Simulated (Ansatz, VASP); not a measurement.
**One calculation of CsSnI3, two programs**

```
Cs I Sn
1.0
     6.20570    0.00000    0.00000
     0.00000    6.20570    0.00000
     0.00000    0.00000    6.20570
Cs I Sn
1 3 1
Direct
  0.00000 0.00000 0.00000
  0.50000 0.50000 0.00000
  0.50000 0.00000 0.50000
  0.00000 0.50000 0.50000
  0.50000 0.50000 0.50000
```

Alike in both runs: task relaxation of cell and atoms; functional BLYP; dispersion D4; k mesh 5 × 5 × 5; occupations fermi-dirac, width 0.05 eV; no spin polarisation.

|  | VASP | Ansatz |
| --- | --- | --- |
| version | VASP 6.6.1 | Ansatz 0.2.0 |
| potentials or method | VASP PAW PBE potentials, release 64 (Cs_sv, I, Sn_d) | Ansatz PAW |
| plane-wave cutoff (eV) | 600 | 420 |
| valence electrons in the cell | 44 | 74 |

```tsv
	VASP	Ansatz	Ansatz less VASP
gap on the k mesh at the Fermi level, each at its own relaxed structure (eV)	1.83	1.85	+0.013
relaxed volume (Å³/atom)	48.90	48.82	-0.083
relaxed cell length with the largest relative difference (Å)	6.253	6.250	-0.0035
```

VASP's potentials were made for PBE, not for BLYP. VASP's potentials hold 44 valence electrons a cell and Ansatz's 74, so a difference there can come from the potentials and not from the codes.

Neither program's run includes spin-orbit coupling. Noted on Ansatz's run: odd divisions of the mesh miss points on the zone boundary, where band edges often lie, so the gap on the mesh can be too wide; the plane-wave basis is chosen anew once the cell has moved, so the energies of steps on either side of that aren't comparable.
